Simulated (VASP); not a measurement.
# CdS (Fm-3m) in VASP: notebook, part 2 of 2

VASP 6.6.1.

### 3 Single point, r2SCAN

This run uses another cell than the first one, of 18.40 Å³/atom.

The input, POSCAR:

```
CdS
1.0
    2.6401687124      2.6401687124      0.0000000000
   -2.6401687124      2.6401687124      0.0000000000
    0.0000000000      2.6401687124      2.6401687124
Cd S
1 1
Direct
    0.0000000000      0.0000000000      0.0000000000
    0.5000000000      0.5000000000      0.0000000000
```

The input, INCAR.step1:

```
  ALGO = Normal
  EDIFF = 1E-4
  ENCUT = 520
  GGA = PE
  ISMEAR = 0
  LASPH = T
  LCHARG = F
  LREAL = F
  LWAVE = T
  NBANDS = 16
  NELM = 100
  PREC = Accurate
  SIGMA = 0.01
```

The input, INCAR.step2:

```
  ALGO = Normal
  EDIFF = 1E-6
  ENCUT = 520
  ISIF = 2
  ISMEAR = 0
  ISTART = 1
  LASPH = T
  LCHARG = F
  LMIXTAU = T
  LREAL = F
  LWAVE = F
  METAGGA = R2SCAN
  NBANDS = 16
  NELM = 100
  PREC = Accurate
  SIGMA = 0.01
```

The input, KPOINTS:

```
k-points
0
Gamma
  8 8 8
```

Potentials or basis: VASP PAW PBE potentials, release 64 (Cd, S).

Run with:

```console
$ cat potpaw_PBE.64/Cd/POTCAR potpaw_PBE.64/S/POTCAR > POTCAR
$ cp INCAR.step1 INCAR
$ mpirun -np 1 vasp_std > vasp.out
$ cp INCAR.step2 INCAR
$ mpirun -np 1 vasp_std > vasp.out
```

OUTCAR:

```text
EDIFF = 1E-6
   ENCUT = 520
   ISIF = 2
   ISMEAR = 0
   ISTART = 1
   LASPH = T
   LREAL = F
   METAGGA = R2SCAN
   NELM = 100
   PREC = Accurate

 ion  position               nearest neighbor table
   1  0.000  0.000  0.000-   2 2.64   2 2.64   2 2.64   2 2.64   2 2.64   2 2.64
   2  0.500  0.500  0.000-   1 2.64   1 2.64   1 2.64   1 2.64   1 2.64   1 2.64

  LATTYP: Found a face centered cubic cell.
 ALAT       =     5.2803374248

  Lattice vectors:

 A1 = (   0.0000000000,   2.6401687124,   2.6401687124)
 A2 = (   2.6401687124,   0.0000000000,   2.6401687124)
 A3 = (   2.6401687124,   2.6401687124,   0.0000000000)

Analysis of symmetry for initial positions (statically):
=====================================================================
 Subroutine PRICEL returns:
 Original cell was already a primitive cell.

 Routine SETGRP: Setting up the symmetry group for a
 face centered cubic supercell.

 Subroutine GETGRP returns: Found 48 space group operations
 (whereof 48 operations were pure point group operations)
 out of a pool of 48 trial point group operations.

The static configuration has the point symmetry O_h .

[... 161 lines left out ...]

 val. band max:        3.7966725252   @ k =   0.5000   0.0000   0.0000
 cond. band min:       4.5014707920   @ k =   0.5000   0.5000   0.0000
 fundamental gap:      0.7047982668
 Fermi energy:         3.8520465017

 k-point     1 :       0.0000    0.0000    0.0000
  band No.  band energies     occupation
      1     -10.3253      2.00000
      2      -4.3243      2.00000
      3      -4.3243      2.00000
      4      -4.3183      2.00000
      5      -4.3183      2.00000
      6      -4.3182      2.00000
[... 433 lines left out ...]
      3      -4.5052      2.00000
      4      -4.4270      2.00000
      5      -4.0297      2.00000
      6      -3.9095      2.00000
[... 8 lines left out ...]
     15      17.5452      0.00000
     16      19.6546      0.00000

 [... further k-points ...]

------------------------ aborting loop because EDIFF is reached ----------------------------------------

  FORCE on cell =-STRESS in cart. coord.  units (eV):
  Direction    XX          YY          ZZ          XY          YZ          ZX
  --------------------------------------------------------------------------------------
  -------------------------------------------------------------------------------------
  Total        2.4619705      2.4619705      2.4619705      0.0000000      0.0000000     -0.0000000
  in kB      107.1688039    107.1688039    107.1688039      0.0000000      0.0000000     -0.0000000
  external PRESSURE =     107.1688039 kB  Pullay stress =       0.0000000 kB

 VOLUME and BASIS-vectors are now :
 -----------------------------------------------------------------------------
  energy-cutoff  :      520.00
  volume of cell :       36.81
      direct lattice vectors                 reciprocal lattice vectors
     2.640168712  2.640168712  0.000000000     0.189381837  0.189381837 -0.189381837
    -2.640168712  2.640168712  0.000000000    -0.189381837  0.189381837 -0.189381837
     0.000000000  2.640168712  2.640168712     0.000000000  0.000000000  0.378763673

 POSITION                                       TOTAL-FORCE (eV/Angst)
 -----------------------------------------------------------------------------------
      0.00000      0.00000      0.00000        -0.000000     -0.000000      0.000000
      0.00000      2.64017      0.00000         0.000000      0.000000      0.000000
 -----------------------------------------------------------------------------------
    total drift:                               -0.000000      0.000000     -0.000000

  FREE ENERGIE OF THE ION-ELECTRON SYSTEM (eV)
  ---------------------------------------------------
  free  energy   TOTEN  =       -29.4033407466 eV

  energy  without entropy=      -29.4033407466  energy(sigma->0) =      -29.40334075
```

OUTCAR.step1:

```text
EDIFF = 1E-4
   ENCUT = 520
   GGA = PE
   ISMEAR = 0
   LASPH = T
[... 676 lines left out ...]
 -----------------------------------------------------------------------------------
      0.00000      0.00000      0.00000         0.000000      0.000000      0.000000
      0.00000      2.64017      0.00000        -0.000000     -0.000000      0.000000
 -----------------------------------------------------------------------------------
    total drift:                               -0.000000      0.000000     -0.000000

  FREE ENERGIE OF THE ION-ELECTRON SYSTEM (eV)
  ---------------------------------------------------
  free  energy   TOTEN  =        -5.7116991840 eV

  energy  without entropy=       -5.7116991840  energy(sigma->0) =       -5.71169918
```

OSZICAR.step1:

```text
N       E                     dE             d eps       ncg     rms          rms(c)
DAV:   1     0.111633285627E+03    0.11163E+03   -0.93062E+03   936   0.107E+03
DAV:   2    -0.255602191305E+01   -0.11419E+03   -0.10665E+03  1160   0.267E+02
DAV:   3    -0.625130394134E+01   -0.36953E+01   -0.36898E+01  1128   0.496E+01
DAV:   4    -0.626751944174E+01   -0.16216E-01   -0.16215E-01  1160   0.333E+00
DAV:   5    -0.626765793362E+01   -0.13849E-03   -0.13849E-03  1096   0.295E-01    0.966E+00
DAV:   6    -0.574106154570E+01    0.52660E+00   -0.78155E-01  1256   0.123E+01    0.773E+00
DAV:   7    -0.571226556140E+01    0.28796E-01   -0.19684E-01  1152   0.323E+00    0.371E+00
DAV:   8    -0.571193673791E+01    0.32882E-03   -0.22508E-02  1048   0.195E+00    0.411E-01
DAV:   9    -0.571168629006E+01    0.25045E-03   -0.21589E-03  1152   0.728E-01    0.799E-02
DAV:  10    -0.571169918401E+01   -0.12894E-04   -0.18788E-04   888   0.175E-01
   1 F= -.57116992E+01 E0= -.57116992E+01  d E =-.466389E-43
```

Run time: 1.9 min. Hardware: 1 thread of Intel Xeon Platinum 8259CL at 2.50GHz (Skylake/Cascade Lake), shared host; peak memory 0.17 GiB.

What came out:

```
Free energy            : -29.4033 eV
Pressure               : 10.7 GPa
Band gap on the k mesh : 0.70 eV (least direct gap 3.11 eV)
```

Levels at points of the mesh, in eV from the valence-band top:
| k point | band 7 | band 8 | band 9 | band 10 | band 11 | band 12 |
| --- | --- | --- | --- | --- | --- | --- |
| (0.00, 0.00, 0.00) | -1.02 | -1.02 | -1.02 | 2.09 | 9.73 | 9.73 |
| (0.50, 0.00, 0.00) | -5.41 | 0.00 | 0.00 | 3.95 | 6.36 | 6.36 |
| (0.50, 0.50, 0.00) | -5.08 | -2.66 | -2.66 | 0.70 | 6.26 | 11.48 |

Caveat: the cell stands under pressure; the PAW data sets were made with another functional, which shifts forces and pressure a little. A k mesh can miss the band edges.

### 4 Single point, r2SCAN

This run uses another cell than the first one, of 18.87 Å³/atom.

The input, POSCAR:

```
CdS
1.0
    2.6623133252      2.6623133252      0.0000000000
   -2.6623133252      2.6623133252      0.0000000000
    0.0000000000      2.6623133252      2.6623133252
Cd S
1 1
Direct
    0.0000000000      0.0000000000      0.0000000000
    0.5000000000      0.5000000000      0.0000000000
```

The input, INCAR.step1:

```
SYSTEM = CdS
PREC = Accurate
ENCUT = 520
ISMEAR = 0
SIGMA = 0.01
LREAL = .False.
LASPH = .True.
NELM = 100
NBANDS = 16
GGA = PE
ALGO = Normal
EDIFF = 1E-4
LWAVE = .True.
LCHARG = .False.
```

The input, INCAR.step2:

```
SYSTEM = CdS
PREC = Accurate
ENCUT = 520
EDIFF = 1E-6
ISMEAR = 0
SIGMA = 0.01
LREAL = .False.
LASPH = .True.
NELM = 100
ALGO = Normal
ISIF = 2
LWAVE = .False.
LCHARG = .False.
METAGGA = R2SCAN
LMIXTAU = .True.
NBANDS = 16
ISTART = 1
```

The input, KPOINTS:

```
regular mesh
0
Gamma
  8 8 8
  0 0 0
```

Potentials or basis: VASP PAW PBE potentials, release 64 (Cd, S).

Run with:

```console
$ cat potpaw_PBE.64/Cd/POTCAR potpaw_PBE.64/S/POTCAR > POTCAR
$ cp INCAR.step1 INCAR
$ mpirun -np 1 vasp_std > vasp.out
$ cp INCAR.step2 INCAR
$ mpirun -np 1 vasp_std > vasp.out
```

OUTCAR:

```text
SYSTEM = CdS
   PREC = Accurate
   ENCUT = 520
   EDIFF = 1E-6
   ISMEAR = 0
   LREAL = .False.
   LASPH = .True.
   NELM = 100
   ISIF = 2
   METAGGA = R2SCAN
   ISTART = 1

 ion  position               nearest neighbor table
   1  0.000  0.000  0.000-   2 2.66   2 2.66   2 2.66   2 2.66   2 2.66   2 2.66
   2  0.500  0.500  0.000-   1 2.66   1 2.66   1 2.66   1 2.66   1 2.66   1 2.66

  LATTYP: Found a face centered cubic cell.
 ALAT       =     5.3246266504

  Lattice vectors:

 A1 = (   0.0000000000,   2.6623133252,   2.6623133252)
 A2 = (   2.6623133252,   0.0000000000,   2.6623133252)
 A3 = (   2.6623133252,   2.6623133252,   0.0000000000)

Analysis of symmetry for initial positions (statically):
=====================================================================
 Subroutine PRICEL returns:
 Original cell was already a primitive cell.

 Routine SETGRP: Setting up the symmetry group for a
 face centered cubic supercell.

 Subroutine GETGRP returns: Found 48 space group operations
 (whereof 48 operations were pure point group operations)
 out of a pool of 48 trial point group operations.

The static configuration has the point symmetry O_h .

Analysis of symmetry for dynamics (positions and initial velocities):
=====================================================================
 Subroutine PRICEL returns:
 Original cell was already a primitive cell.

 Routine SETGRP: Setting up the symmetry group for a
 face centered cubic supercell.

 Subroutine GETGRP returns: Found 48 space group operations
 (whereof 48 operations were pure point group operations)
 out of a pool of 48 trial point group operations.

The dynamic configuration has the point symmetry O_h .

 Subroutine INISYM returns: Found 48 space group operations
 (whereof 48 operations are pure point group operations),
 and found     1 'primitive' translations

----------------------------------------------------------------------------------------

                                     Primitive cell

[... 111 lines left out ...]
  volume/ion in A,a.u.               =      18.87       127.34
  Fermi-wavevector in a.u.,A,eV,Ry     =   1.279076  2.417104 22.259629  1.636037
  Thomas-Fermi vector in A             =   2.411583
   LORBIT       =      0    0 simple, 1 ext, 2 COOP (PROOUT), +10 PAW based schemes
   METAGGA = R2SCAN    functional components
   LHFCALC =     F    Hartree Fock is set to
   AEXX    =    0.0000 exact exchange contribution
   IVDW    =     0    specifies the selected vdW correction
   LEPSILON=     F    determine dielectric tensor
   LRPA    =     F    only Hartree local field effects (RPA)
 non-spin polarized calculation
 Gauss-broadening in eV      SIGMA  =   0.01
  energy-cutoff  :      520.00
  volume of cell :       37.74
 maximum number of plane-waves:      1036
   NGX = 13   NGY = 13   NGZ = 13

 number of electron      18.0000002 magnetization

 Free energy of the ion-electron system (eV)
  ---------------------------------------------------
  ext. energy  EPLUGINS =         0.00000000
  ---------------------------------------------------
  free energy    TOTEN  =       -29.45679877 eV

  energy without entropy =      -29.45679877  energy(sigma->0) =      -29.45679877

 E-fermi :   3.5728     XC(G=0): -11.3942

 val. band max:        3.5124907267   @ k =   0.5000   0.0000   0.0000
 cond. band min:       4.2298319916   @ k =   0.5000   0.5000   0.0000
 fundamental gap:      0.7173412648
 Fermi energy:         3.5728413654

 k-point     1 :       0.0000    0.0000    0.0000
  band No.  band energies     occupation
      1     -10.3941      2.00000
      2      -4.5291      2.00000
      3      -4.5291      2.00000
      4      -4.5245      2.00000
      5      -4.5244      2.00000
      6      -4.5244      2.00000
[... 433 lines left out ...]
      3      -4.6855      2.00000
      4      -4.6174      2.00000
      5      -4.2560      2.00000
      6      -4.1415      2.00000
[... 8 lines left out ...]
     15      17.1005      0.00000
     16      19.2245      0.00000

 [... further k-points ...]

------------------------ aborting loop because EDIFF is reached ----------------------------------------

  FORCE on cell =-STRESS in cart. coord.  units (eV):
  Direction    XX          YY          ZZ          XY          YZ          ZX
  --------------------------------------------------------------------------------------
  -------------------------------------------------------------------------------------
  Total        1.7994711      1.7994711      1.7994711     -0.0000000     -0.0000000      0.0000000
  in kB       76.3920148     76.3920148     76.3920148     -0.0000000     -0.0000000      0.0000000
  external PRESSURE =      76.3920148 kB  Pullay stress =       0.0000000 kB

 VOLUME and BASIS-vectors are now :
 -----------------------------------------------------------------------------
  energy-cutoff  :      520.00
  volume of cell :       37.74
      direct lattice vectors                 reciprocal lattice vectors
     2.662313325  2.662313325  0.000000000     0.187806595  0.187806595 -0.187806595
    -2.662313325  2.662313325  0.000000000    -0.187806595  0.187806595 -0.187806595
     0.000000000  2.662313325  2.662313325     0.000000000  0.000000000  0.375613190

 POSITION                                       TOTAL-FORCE (eV/Angst)
 -----------------------------------------------------------------------------------
      0.00000      0.00000      0.00000        -0.000000      0.000000      0.000000
      0.00000      2.66231      0.00000         0.000000     -0.000000      0.000000
 -----------------------------------------------------------------------------------
    total drift:                               -0.000000      0.000000     -0.000000

  FREE ENERGIE OF THE ION-ELECTRON SYSTEM (eV)
  ---------------------------------------------------
  free  energy   TOTEN  =       -29.4567987748 eV

  energy  without entropy=      -29.4567987748  energy(sigma->0) =      -29.45679877
```

OUTCAR.step1:

```text
SYSTEM = CdS
   PREC = Accurate
   ENCUT = 520
   ISMEAR = 0
   LREAL = .False.
   LASPH = .True.
[... 677 lines left out ...]
      0.00000      0.00000      0.00000         0.000000      0.000000      0.000000
      0.00000      2.66231      0.00000        -0.000000     -0.000000      0.000000
 -----------------------------------------------------------------------------------
    total drift:                               -0.000000      0.000000     -0.000000

  FREE ENERGIE OF THE ION-ELECTRON SYSTEM (eV)
  ---------------------------------------------------
  free  energy   TOTEN  =        -5.7734926312 eV

  energy  without entropy=       -5.7734926312  energy(sigma->0) =       -5.77349263
```

OSZICAR.step1:

```text
N       E                     dE             d eps       ncg     rms          rms(c)
DAV:   1     0.102706509384E+03    0.10271E+03   -0.95804E+03   984   0.108E+03
DAV:   2    -0.282154797417E+01   -0.10553E+03   -0.98269E+02  1160   0.253E+02
DAV:   3    -0.631678459971E+01   -0.34952E+01   -0.34891E+01  1080   0.482E+01
DAV:   4    -0.633218435158E+01   -0.15400E-01   -0.15399E-01  1216   0.318E+00
DAV:   5    -0.633231772130E+01   -0.13337E-03   -0.13337E-03  1064   0.285E-01    0.908E+00
DAV:   6    -0.580187313870E+01    0.53044E+00   -0.79720E-01  1264   0.121E+01    0.735E+00
DAV:   7    -0.577411479292E+01    0.27758E-01   -0.19032E-01  1120   0.315E+00    0.361E+00
DAV:   8    -0.577371026067E+01    0.40453E-03   -0.21377E-02  1064   0.188E+00    0.384E-01
DAV:   9    -0.577347154350E+01    0.23872E-03   -0.19991E-03  1120   0.689E-01    0.769E-02
DAV:  10    -0.577349263124E+01   -0.21088E-04   -0.18774E-04   936   0.165E-01
   1 F= -.57734926E+01 E0= -.57734926E+01  d E =-.174851E-13
```

Run time: 2 min. Hardware: 1 thread of Intel Xeon Platinum 8259CL at 2.50GHz (Skylake/Cascade Lake), shared host; peak memory 0.17 GiB.

What came out:

```yaml
Free_energy: -29.4568 eV
Pressure: 7.6 GPa
Band_gap_on_the_k_mesh: 0.72 eV (least direct gap 2.90 eV)
```

Levels at points of the mesh, in eV from the valence-band top:
| k point | band 7 | band 8 | band 9 | band 10 | band 11 | band 12 |
| --- | --- | --- | --- | --- | --- | --- |
| (0.00, 0.00, 0.00) | -0.95 | -0.95 | -0.95 | 1.95 | 9.74 | 9.74 |
| (0.50, 0.00, 0.00) | -5.28 | 0.00 | 0.00 | 3.98 | 6.39 | 6.39 |
| (0.50, 0.50, 0.00) | -4.88 | -2.53 | -2.53 | 0.72 | 6.31 | 11.30 |

Caveat: the cell stands under pressure; the PAW data sets were made with another functional, which shifts forces and pressure a little.

### 5 Single point, r2SCAN

This run uses another cell than the first one, of 19.41 Å³/atom.

The input, POSCAR:

```
CdS
1.0
    2.6874291959      2.6874291959      0.0000000000
   -2.6874291959      2.6874291959      0.0000000000
    0.0000000000      2.6874291959      2.6874291959
Cd S
1 1
Direct
    0.0000000000      0.0000000000      0.0000000000
    0.5000000000      0.5000000000      0.0000000000
```

The input, INCAR.step1:

```
PREC = Accurate
ENCUT = 520
ISMEAR = 0
SIGMA = 0.01
LREAL = False
LASPH = True
NELM = 60
NBANDS = 16
GGA = PE
ALGO = Normal
EDIFF = 1E-4
LWAVE = True
LCHARG = False
```

The input, INCAR.step2:

```
PREC = Accurate
ENCUT = 520
EDIFF = 1E-6
ISMEAR = 0
SIGMA = 0.01
LREAL = False
LASPH = True
NELM = 60
ALGO = Normal
ISIF = 2
LWAVE = False
LCHARG = False
METAGGA = R2SCAN
LMIXTAU = True
NBANDS = 16
ISTART = 1
```

The input, KPOINTS:

```
regular mesh
0
Gamma
  8 8 8
```

Run with:

```console
$ cat potpaw_PBE.64/Cd/POTCAR potpaw_PBE.64/S/POTCAR > POTCAR
$ cp INCAR.step1 INCAR
$ mpirun -np 1 vasp_std > vasp.out
$ cp INCAR.step2 INCAR
$ mpirun -np 1 vasp_std > vasp.out
```

Run time: 99 s. Hardware: 1 thread of Intel Xeon Platinum 8259CL at 2.50GHz (Skylake/Cascade Lake), shared host; peak memory 0.17 GiB.

Results (log left out):

- Free energy: -29.4978 eV
- Pressure: 4.6 GPa
- Band gap on the k mesh: 0.73 eV (least direct gap 2.68 eV)

Levels at points of the mesh, in eV from the valence-band top:
```csv
k point,band 6,band 7,band 8,band 9,band 10,band 11,band 12,band 13
"(0.00, 0.00, 0.00)",-7.96,-0.87,-0.87,-0.87,1.81,9.74,9.74,9.74
"(0.50, 0.00, 0.00)",-7.72,-5.14,0.00,0.00,4.02,6.42,6.42,8.00
"(0.50, 0.50, 0.00)",-6.82,-4.67,-2.40,-2.40,0.73,6.35,11.10,12.64
```

Caveat: the cell stands under pressure; the PAW data sets were made with another functional, which shifts forces and pressure a little. A k mesh can miss the band edges.

### 6 Single point, r2SCAN

This run uses another cell than the first one, of 19.81 Å³/atom.

The input, POSCAR:

```
CdS
1.0
    2.7060182139      2.7060182139      0.0000000000
   -2.7060182139      2.7060182139      0.0000000000
    0.0000000000      2.7060182139      2.7060182139
Cd S
1 1
Direct
    0.0000000000      0.0000000000      0.0000000000
    0.5000000000      0.5000000000      0.0000000000
```

The input, INCAR.step1:

```
PREC = Accurate
ENCUT = 520
ISMEAR = 0
SIGMA = 0.01
LREAL = F
LASPH = T
NELM = 100
NBANDS = 16
GGA = PE
ALGO = Normal
EDIFF = 1E-4
LWAVE = T
LCHARG = F
```

The input, INCAR.step2:

```
PREC = Accurate
ENCUT = 520
EDIFF = 1E-7
ISMEAR = 0
SIGMA = 0.01
LREAL = F
LASPH = T
NELM = 100
ALGO = Normal
ISIF = 2
LWAVE = F
LCHARG = T
METAGGA = R2SCAN
LMIXTAU = T
LELF = T
LVHAR = T
NBANDS = 16
ISTART = 1
```

The input, KPOINTS:

```
Automatic mesh
0
Gamma
  8 8 8
```

Potentials or basis: VASP PAW PBE potentials, release 64 (Cd, S).

Run with:

```console
$ cat potpaw_PBE.64/Cd/POTCAR potpaw_PBE.64/S/POTCAR > POTCAR
$ cp INCAR.step1 INCAR
$ mpirun -np 1 vasp_std > vasp.out
$ cp INCAR.step2 INCAR
$ mpirun -np 1 vasp_std > vasp.out
```

Wall time 85 s (1 thread of Intel Xeon Platinum 8259CL at 2.50GHz (Skylake/Cascade Lake), shared host); peak memory 0.17 GiB.

It converged, with:

* Free energy: -29.5157 eV
* Pressure: 2.5 GPa
* Band gap on the k mesh: 0.73 eV (least direct gap 2.52 eV)

Levels at points of the mesh, in eV from the valence-band top:
```tsv
k point	band 7	band 8	band 9	band 10	band 11	band 12
(0.00, 0.00, 0.00)	-0.82	-0.82	-0.82	1.70	9.73	9.73
(0.50, 0.00, 0.00)	-5.03	0.00	0.00	4.04	6.44	6.44
(0.50, 0.50, 0.00)	-4.52	-2.30	-2.30	0.73	6.38	10.95
```

Caveat: the PAW data sets were made with another functional, which shifts forces and pressure a little. A k mesh can miss the band edges.

### 7 The runs side by side

| cell | gap on the mesh (eV) | pressure (GPa) |
| --- | --- | --- |
| a = 3.688 Å, angles 60.0, 60.0, 90.0°, 2 atoms | 0.68 | 15.9 |
| a = 3.734 Å, angles 60.0, 60.0, 90.0°, 2 atoms | 0.70 | 10.7 |
| a = 3.765 Å, angles 60.0, 60.0, 90.0°, 2 atoms | 0.72 | 7.6 |
| a = 3.801 Å, angles 60.0, 60.0, 90.0°, 2 atoms | 0.73 | 4.6 |
| a = 3.827 Å, angles 60.0, 60.0, 90.0°, 2 atoms | 0.73 | 2.5 |

Alike in all rows: task single point; level r2SCAN; potentials or basis VASP PAW PBE potentials, release 64 (Cd, S); no spin polarisation; k mesh 8 × 8 × 8; cutoff (eV) 520; smearing gaussian 0.01 eV.

Caveats: the PAW data sets were made with another functional, which shifts forces and pressure a little; the cell stands under pressure (at least some runs).

Absolute energies hang on the potentials; compare differences alone.
